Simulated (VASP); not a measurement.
**Bi: single point with PBE**

The system is Bi, a slab with vacuum.

```
Bi
1.0
     4.14000    0.00000    0.00000
    -2.07000    3.58535    0.00000
     0.00000    0.00000   28.00000
Bi
2
Direct
  0.33333 0.66667 0.51980
  0.66667 0.33333 0.48020
```

- Program: VASP 6.6.1
- Task: single point
- Functional: PBE
- Potentials or basis: VASP PAW PBE potentials, release 64 (Bi_d)
- Cutoff: 520 eV
- k mesh: 9 × 9 × 1
- Occupations: gaussian, width 0.02 eV
- Spin: no spin polarisation
- Dipole correction: yes
- Further INCAR settings: ALGO = Normal; EDIFF = 1e-06; NBANDS = 22

| Property | Result |
| --- | --- |
| Largest force | 6.910 eV/Å |
| Band gap on the k mesh | zero (band 15 reaches -2.29 eV, above the bottom of band 16 at -2.30 eV) |

Forces on the atoms (eV/Å):
```
Bi   0.000  0.000  6.910
Bi   0.000  0.000 -6.910
```

Levels at points of the mesh, in eV from the Fermi level:
```tsv
k point	band 11	band 12	band 13	band 14	band 15	band 16	band 17	band 18	band 19	band 20
(0.00, 0.00, 0.00)	-15.22	-7.57	-1.72	-1.72	-1.16	-0.02	2.21	2.21	3.55	3.87
```

Wall time 73 s on 1 thread of Intel(R) Xeon(R) 6975P-C (Granite Rapids), on a shared host, peak memory 0.5 GiB.

Caveat: spin-orbit coupling is left out, which moves the levels of the heavy elements.
